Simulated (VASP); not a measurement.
The system is Sb.

```
CELL_PARAMETERS angstrom
3.37496 0.00000 0.00000
-1.68748 2.92280 0.00000
0.00000 0.00000 11.02262
ATOMIC_POSITIONS crystal
Sb 0.00000 0.00000 0.00000
Sb 0.00000 0.00000 0.50000
Sb 0.33333 0.66667 0.25000
Sb 0.66667 0.33333 0.75000
```

- Program: VASP 6.6.1
- Task: relaxation of cell and atoms
- Functional: PBEsol
- Potentials or basis: VASP PAW PBE potentials, release 64 (Sb)
- Cutoff: 500 eV
- k mesh: 11 × 11 × 3
- Occupations: fermi-dirac, width 0.1 eV
- Spin: no spin polarisation

At the start: pressure -2.5 GPa; volume 27.18 Å³/atom.

Task: How do energy, volume and symmetry change on relaxing?

Result: Over 8 steps the energy falls by 12.5 meV/atom and the volume is 26.13 Å³/atom (-3.9 %); space group P6_3/mmc (No. 194, to 0.05 Å).

Step by step:
| step | energy change (eV) | largest force (eV/Å) | pressure (GPa) | volume (Å³) |
| --- | --- | --- | --- | --- |
| 1 | 0.0000 | 0.0000 | -2.46 | 108.73 |
| 2 | -0.0332 | 0.0000 | 1.53 | 102.30 |
| 3 | -0.0405 | 0.0000 | 0.24 | 104.14 |
| 4 | -0.0472 | 0.0000 | 0.19 | 104.19 |
| 5 | -0.0497 | 0.0000 | 0.18 | 104.23 |
| 6 | -0.0497 | 0.0000 | 0.19 | 104.23 |
| 7 | -0.0497 | 0.0000 | -0.16 | 104.75 |
| 8 | -0.0498 | 0.0000 | 0.00 | 104.50 |

Final structure:
```
Sb
1.0
     3.29156    0.00000    0.00000
    -1.64578    2.85058    0.00000
     0.00000    0.00000   11.13784
Sb
4
Direct
  0.00000 0.00000 0.00000
  0.00000 0.00000 0.50000
  0.33333 0.66667 0.25000
  0.66667 0.33333 0.75000
```

Caveat: the PAW data sets were made with another functional, which shifts forces and pressure a little.
